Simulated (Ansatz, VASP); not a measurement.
**K: VASP beside Ansatz**

POSCAR

```
K
1.0
   -2.6699463634      2.6699463634      2.6699463634
    2.6699463634     -2.6699463634      2.6699463634
    2.6699463634      2.6699463634     -2.6699463634
K
1
Direct
    0.0000000000      0.0000000000      0.0000000000
```

INCAR.step1

```
SYSTEM = K
ALGO     = Normal         ! electronic algorithm
EDIFF    = 1E-4           ! SCF threshold, eV
ENCUT    = 520            ! plane-wave cutoff, eV
GGA      = PE             ! functional
ISMEAR   = -1             ! smearing method
LASPH    = .TRUE.         ! aspherical terms in the spheres
LCHARG   = .FALSE.        ! write CHGCAR
LREAL    = .FALSE.        ! projectors in reciprocal space
LWAVE    = .TRUE.         ! write WAVECAR
NBANDS   = 10             ! bands
NELM     = 100            ! most SCF steps
PREC     = Accurate       ! precision mode
SIGMA    = 0.1            ! smearing width, eV
```

The input INCAR.step2:

```
SYSTEM = K
ALGO     = Normal         ! electronic algorithm
EDIFF    = 1E-6           ! SCF threshold, eV
ENCUT    = 520            ! plane-wave cutoff, eV
ISIF     = 2              ! what is computed and relaxed
ISMEAR   = -1             ! smearing method
ISTART   = 1            
LASPH    = .TRUE.         ! aspherical terms in the spheres
LCHARG   = .FALSE.        ! write CHGCAR
LMIXTAU  = .TRUE.       
LREAL    = .FALSE.        ! projectors in reciprocal space
LWAVE    = .FALSE.        ! write WAVECAR
METAGGA  = R2SCAN         ! meta-GGA
NBANDS   = 10             ! bands
NELM     = 100            ! most SCF steps
PREC     = Accurate       ! precision mode
SIGMA    = 0.1            ! smearing width, eV
```

KPOINTS

```
k-points
0
G
  7 7 7
  0 0 0
```

Input for Ansatz:

```yaml
crystal:
  lattice:
    - [-2.6699463634, 2.6699463634, 2.6699463634]
    - [2.6699463634, -2.6699463634, 2.6699463634]
    - [2.6699463634, 2.6699463634, -2.6699463634]
  atoms:
    - { symbol: K, position: [0.0, 0.0, 0.0] }
hamiltonian:
  xc: r2scan
  pseudopotentials:
    kind: paw
    azcp:
      K: "pseudopotentials/K.paw.azcp"
basis:
  ecutwfc: 500
  fft_grid_basis: typed
kpoints:
  mp_grid: { grid: [7, 7, 7], shift: [0, 0, 0] }
magnetization:
  spin_polarized: false
scf:
  occupations: { method: fermi_dirac, width: 0.1 }
  lower_state_search: "off"
output:
  stress: true
```

Alike in both runs: task single point; functional r2SCAN; k mesh 7 × 7 × 7; occupations fermi-dirac, width 0.1 eV; no spin polarisation.

|  | VASP | Ansatz |
| --- | --- | --- |
| version | VASP 6.6.1 | Ansatz 0.2.0 |
| potentials or method | VASP PAW PBE potentials, release 64 (K_sv), cutoff 520 eV | plane waves (500 eV) with PAW, scalar-relativistic |
| valence electrons in the cell | 9 | 9 |

```tsv
	VASP	Ansatz	Ansatz less VASP
pressure (GPa)	0.0	0.0	+0.03
```

VASP's potentials were made for PBE, not for r2SCAN.
